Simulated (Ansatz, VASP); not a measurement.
# One calculation of Si2W, two programs

Contents of INCAR:

```
SYSTEM = Si2W
PREC     = Accurate       ! precision mode
ENCUT    = 520            ! plane-wave cutoff, eV
EDIFF    = 1E-6           ! SCF threshold, eV
ISMEAR   = 0              ! smearing method
SIGMA    = 0.15           ! smearing width, eV
LREAL    = .False.        ! projectors in reciprocal space
LASPH    = .True.         ! aspherical terms in the spheres
NELM     = 60             ! most SCF steps
ALGO     = Normal         ! electronic algorithm
ISIF     = 2              ! what is computed and relaxed
LWAVE    = .False.        ! write WAVECAR
LCHARG   = .False.        ! write CHGCAR
GGA      = PE             ! functional
NBANDS   = 18             ! bands
```

KPOINTS

```
Automatic mesh
0
Gamma
  18 18 18
  0 0 0
```

The input POSCAR:

```
Si2W
1.0
   -1.5705355019      1.5705355019      4.1576786341
    1.5705355019     -1.5705355019      4.1576786341
    1.5705355019      1.5705355019     -4.1576786341
Si W
2 1
Direct
    0.3451609204      0.3451609204      0.0000000000
    0.6548390796      0.6548390796      0.0000000000
    0.0000000000      0.0000000000      0.0000000000
```

Input for Ansatz:

```yaml
crystal:
  lattice:
    - [-1.5705355019, 1.5705355019, 4.1576786341]
    - [1.5705355019, -1.5705355019, 4.1576786341]
    - [1.5705355019, 1.5705355019, -4.1576786341]
  atoms:
    - { symbol: Si, position: [0.3451609204, 0.3451609204, 0.0] }
    - { symbol: Si, position: [0.6548390796, 0.6548390796, 0.0] }
    - { symbol: W, position: [0.0, 0.0, 0.0] }
basis:
  ecutwfc: 420
kpoints:
  mp_grid: { grid: [18, 18, 18] }
hamiltonian:
  xc: pbe
  pseudopotentials: { kind: paw, azcp: { folder: soft_1 } }
scf:
  occupations: { method: gaussian, width: 0.15 }
output:
  forces: true
  stress: true
  eigenvalues: true
```

Alike in both runs: task single point; functional PBE; k mesh 18 × 18 × 18; occupations gaussian, width 0.15 eV; no spin polarisation.

|  | VASP | Ansatz |
| --- | --- | --- |
| version | VASP 6.6.1 | Ansatz 0.2.0 |
| potentials or method | VASP PAW PBE potentials, release 64 (Si, W_sv), cutoff 520 eV | scalar-relativistic, plane waves, PAW |
| valence electrons in the cell | 22 | 22 |

VASP gave:

* gap on the k mesh at the Fermi level (eV): none
* pressure (GPa): 4.0
* traceless stress, the component that is largest in VASP (GPa): -17.05
* rms of the force components (eV/Å): 0.633

Task: Estimate Ansatz's values.

Result: gap on the k mesh at the Fermi level (eV): none; pressure (GPa): 4.0; traceless stress, the component that is largest in VASP (GPa): -16.96; rms of the force components (eV/Å): 0.632.

Atom by atom the forces differ by 0.001 eV/Å (rms over components). A gap of «none» marks a metal or a gap that the smearing closes.

Neither program's run includes spin-orbit coupling.
